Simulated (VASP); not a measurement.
Cu, 12 atoms in the cell. The cell holds a slab with vacuum, 12 atoms: a = 5.105 Å, b = 5.105 Å, c = 17.168 Å, α = 90.00°, β = 90.00°, γ = 60.00°. 

- Program: VASP 6.6.1
- Task: single point
- Functional: PBE
- Dispersion: D3(BJ)
- Potentials or basis: VASP PAW PBE potentials, release 64 (Cu)
- Cutoff: 520 eV
- k mesh: 2 × 2 × 1
- Occupations: fermi-dirac, width 0.1 eV
- Spin: no spin polarisation
- Dipole correction: no
- Further INCAR settings: ALGO = Normal; EDIFF = 1e-07; NBANDS = 78

Potentials or basis: VASP PAW PBE potentials, release 64 (Cu).

Run with:

```console
$ cat potpaw_PBE.64/Cu/POTCAR > POTCAR
$ mpirun -np 1 vasp_std > vasp.out
```

Hardware: 1 thread of AMD EPYC 9R45 96-Core Processor (Zen 5), with other jobs on the host.

Q: Estimate the wall time of this run.

A: Run time: 3.5 min on 1 thread of AMD EPYC 9R45 96-Core Processor (Zen 5) (shared host), peak memory 0.46 GiB. Counts: scf iterations 32, k points 4.
